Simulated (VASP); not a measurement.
Set up this calculation in VASP 6.6.1, as the native input.

```yaml
Task: single point
Functional: PBEsol
Potentials_or_basis: VASP PAW PBE potentials, release 64 (Pt)
Cutoff: 500 eV
k_mesh: 8 × 8 × 8
Occupations: gaussian, width 0.1 eV
Spin: no spin polarisation
Dipole_correction: no
Further_INCAR_settings: ALGO = Normal; EDIFF = 1e-06; NBANDS = 11
```

The structure of Pt lies in POSCAR:

```
Pt
1.0
    2.5488412403      0.0000000000      0.0000000000
    0.0000000000      2.5488412403      0.0000000000
    0.0000000000      0.0000000000      2.5488412403
Pt
1
Direct
    0.0000000000      0.0000000000      0.0000000000
```

This isn't the form of Pt at room conditions, which is fcc.

These files were run (other wordings do the same):

INCAR

```
PREC     = Accurate       # precision mode
ENCUT    = 500            # plane-wave cutoff, eV
EDIFF    = 1E-6           # SCF threshold, eV
ISMEAR   = 0              # smearing method
SIGMA    = 0.1            # smearing width, eV
LREAL    = F              # projectors in reciprocal space
LASPH    = T              # aspherical terms in the spheres
NELM     = 120            # most SCF steps
ALGO     = Normal         # electronic algorithm
ISIF     = 2              # what is computed and relaxed
LWAVE    = F              # write WAVECAR
LCHARG   = T              # write CHGCAR
GGA      = PS             # functional
LELF     = T              # ELF
LVHAR    = T            
NBANDS   = 11             # bands
GGA_COMPAT= F
```

KPOINTS

```
Automatic mesh
0
Gamma
  8 8 8
```

Potentials or basis: VASP PAW PBE potentials, release 64 (Pt).

Run with:

```console
$ cat potpaw_PBE.64/Pt/POTCAR > POTCAR
$ mpirun -np 1 vasp_std > vasp.out
```

Results of the run:

| Property | Result |
| --- | --- |
| Pressure | 11.2 GPa |
| Band gap on the k mesh | zero (bands 5 and 6 overlap by 3.46 eV) |

Caveat: the cell stands under pressure; the PAW data sets were made with another functional, which shifts forces and pressure a little; spin-orbit coupling is left out, which moves the levels of the heavy elements.

Wall time 3.5 s on 1 thread of Intel(R) Xeon(R) 6975P-C (Granite Rapids), with other jobs on the host, peak memory 0.12 GiB.
